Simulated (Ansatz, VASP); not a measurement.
# Two plane-wave programs on C

```xyz
2
Lattice="2.4562 0.0000 0.0000 -1.2281 1.9144 0.0000 0.0000 0.0000 8.5238" Properties=species:S:1:pos:R:3 pbc="T T T"
C     0.0000    1.2763    0.0000
C     1.2281    0.6381    0.0000
```

Change from the starting cell: strain -0.1000 x Voigt [0, 1, 0, 0, 0, 0], atoms carried along.

Alike in both runs: task single point; functional PBEsol; k mesh 24 × 24 × 6; occupations gaussian, width 0.15 eV; no spin polarisation.

|  | VASP | Ansatz |
| --- | --- | --- |
| version | VASP 6.6.1 | Ansatz 0.2.0 |
| potentials or method | VASP PAW PBE potentials, release 64 (C), cutoff 520 eV | scalar-relativistic, plane waves, PAW |
| valence electrons in the cell | 8 | 8 |

```csv
,VASP,Ansatz,Ansatz less VASP
gap on the k mesh at the Fermi level (eV),0.63,0.63,+0.003
least direct gap on the mesh (eV),0.63,0.63,+0.003
rms of the force components (eV/Å),2.053,2.040,-0.0123
```

VASP's potentials were made for PBE, not for PBEsol. Atom by atom the forces differ by 0.012 eV/Å (rms over components).
